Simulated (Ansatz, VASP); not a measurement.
# Na in VASP and in Ansatz

Contents of INCAR:

```
PREC = Accurate ; ENCUT = 520
EDIFF = 1E-6 ; ISMEAR = 0
SIGMA = 0.15 ; LREAL = False
LASPH = True ; NELM = 100
ALGO = Normal ; ISIF = 2
LWAVE = False ; LCHARG = True
GGA = PS ; LELF = True
LVHAR = True ; NBANDS = 10
```

KPOINTS

```
regular mesh
0
Gamma
  16 16 16
```

POSCAR

```
Na
1.0
   -2.1492625000      2.1492625000      2.1810250000
    2.1492625000     -2.1492625000      2.1810250000
    2.1492625000      2.1492625000     -2.1810250000
Na
1
Direct
    0.0000000000      0.0000000000      0.0000000000
```

Input for Ansatz:

```yaml
crystal:
  lattice:
    - [-2.1492625, 2.1492625, 2.181025]
    - [2.1492625, -2.1492625, 2.181025]
    - [2.1492625, 2.1492625, -2.181025]
  atoms:
    - { symbol: Na, position: [0.0, 0.0, 0.0] }
basis:
  ecutwfc: 420
kpoints:
  mp_grid: { grid: [16, 16, 16] }
hamiltonian:
  xc: pbesol
scf:
  occupations: { method: gaussian, width: 0.15 }
output:
  forces: true
  stress: true
  eigenvalues: true
  write_density: true
  write_potential: true
  elf: true
  volumetric_format: npy
```

Change from the starting cell: strain +0.015 along x and y, +0.030 along z, atoms carried along.

Alike in both runs: task single point; functional PBEsol; k mesh 16 × 16 × 16; occupations gaussian, width 0.15 eV; no spin polarisation.

|  | VASP | Ansatz |
| --- | --- | --- |
| version | VASP 6.6.1 | Ansatz 0.2.0 |
| potentials or method | VASP PAW PBE potentials, release 64 (Na_pv), cutoff 520 eV | scalar-relativistic, plane waves, PAW |
| valence electrons in the cell | 7 | 9 |

```tsv
	VASP	Ansatz	Ansatz less VASP
gap on the k mesh at the Fermi level (eV)	none	none	-
pressure (GPa)	-0.7	-0.7	+0.02
```

VASP's potentials were made for PBE, not for PBEsol. A gap of «none» marks a metal or a gap that the smearing closes. VASP's potentials hold 7 valence electrons a cell and Ansatz's 9, so a difference there can come from the potentials and not from the codes.
